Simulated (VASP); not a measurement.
Runs of VASP 6.6.1 on HfTl2F6. The structure is that of space group Fm-3m (No. 225), or close to it. The cells are those of the table. 

```tsv
task	level	cell	k mesh	cutoff (eV)	smearing	gap on the mesh (eV)	pressure (GPa)	largest force (eV/Å)
relaxation of cell and atoms	PBE	relaxed from a = 6.335 Å, angles 60.0°, 9 atoms	4 × 4 × 4	600	fermi-dirac 0.02 eV	4.95	0.0	-
single point	r2SCAN	a = 6.180 Å, angles 60.0°, 9 atoms	4 × 4 × 4	520	fermi-dirac 0.02 eV	5.29	-1.0	0.21
single point	PBE	a = 6.180 Å, angles 60.0°, 9 atoms	6 × 6 × 6	520	fermi-dirac 0.02 eV	4.82	2.0	0.12
single point	r2SCAN	a = 6.180 Å, angles 60.0°, 9 atoms	6 × 6 × 6	520	gaussian 0.01 eV	5.29	-1.0	0.21
single point	PBE	a = 6.393 Å, angles 60.0°, 9 atoms	4 × 4 × 4	520	fermi-dirac 0.02 eV	4.97	(b)	(a)
```

Alike in all rows: potentials or basis VASP PAW PBE potentials, release 64 (Tl_d, Hf_pv, F); no spin polarisation.

Estimate the missing entries.

(a) 0.19; (b) -0.9.

Caveats: spin-orbit coupling is left out, which moves the levels of the heavy elements; the PAW data sets were made with another functional, which shifts forces and pressure a little (some runs).

A k mesh can miss the band edges, and the runs leave out spin-orbit coupling on Hf, Tl.
